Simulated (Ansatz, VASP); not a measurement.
# GaP in VASP and in Ansatz

Contents of INCAR:

```
ALGO = Normal
EDIFF = 1E-7
EDIFFG = -0.002
ENCUT = 600
GGA = CA
IBRION = 2
ISIF = 3
ISMEAR = -1
LASPH = True
LCHARG = False
LREAL = False
LWAVE = False
NELM = 100
NSW = 100
PREC = Accurate
SIGMA = 0.1
```

The input KPOINTS:

```
k-points
0
Gamma
  12 12 12
```

POSCAR

```
GaP
1.0
    0.0000000000      2.7252500000      2.7252500000
    2.7252500000      0.0000000000      2.7252500000
    2.7252500000      2.7252500000      0.0000000000
Ga P
1 1
Direct
    0.0000000000      0.0000000000      0.0000000000
    0.7500000000      0.7500000000      0.7500000000
```

Input for Ansatz:

```yaml
crystal:
  lattice:
    - [0.0, 2.72525, 2.72525]
    - [2.72525, 0.0, 2.72525]
    - [2.72525, 2.72525, 0.0]
  atoms:
    - { symbol: Ga, position: [0.0, 0.0, 0.0] }
    - { symbol: P, position: [0.75, 0.75, 0.75] }
kpoints:
  mp_grid: { grid: [12, 12, 12] }
scf:
  occupations: { method: fermi_dirac, width: 0.1 }
hamiltonian:
  xc: lda
  pseudopotentials: { kind: paw }
relax:
  f_tol: 0.002
  max_steps: 80
  cell: {}
output:
  forces: true
  stress: true
  write_density: true
  write_potential: true
  elf: true
  volumetric_format: npy
```

Alike in both runs: task relaxation of cell and atoms; functional LDA; k mesh 12 × 12 × 12; occupations fermi-dirac, width 0.1 eV; no spin polarisation.

|  | VASP | Ansatz |
| --- | --- | --- |
| version | VASP 6.6.1 | Ansatz 0.2.0 |
| potentials or method | VASP PAW LDA potentials, release 64 (Ga_d, P) | PAW with Ansatz's default frozen-core files, scalar-relativistic |
| plane-wave cutoff (eV) | 600 | 420 |
| valence electrons in the cell | 18 | 18 |

|  | VASP | Ansatz | Ansatz less VASP |
| --- | --- | --- | --- |
| relaxed volume (Å³/atom) | 19.61 | 19.59 | -0.020 |
| relaxed cell length with the largest relative difference (Å) | 3.814 | 3.812 | -0.0013 |

LDA's correlation is that of Perdew and Zunger in VASP and of Perdew and Wang (1992) in Ansatz.
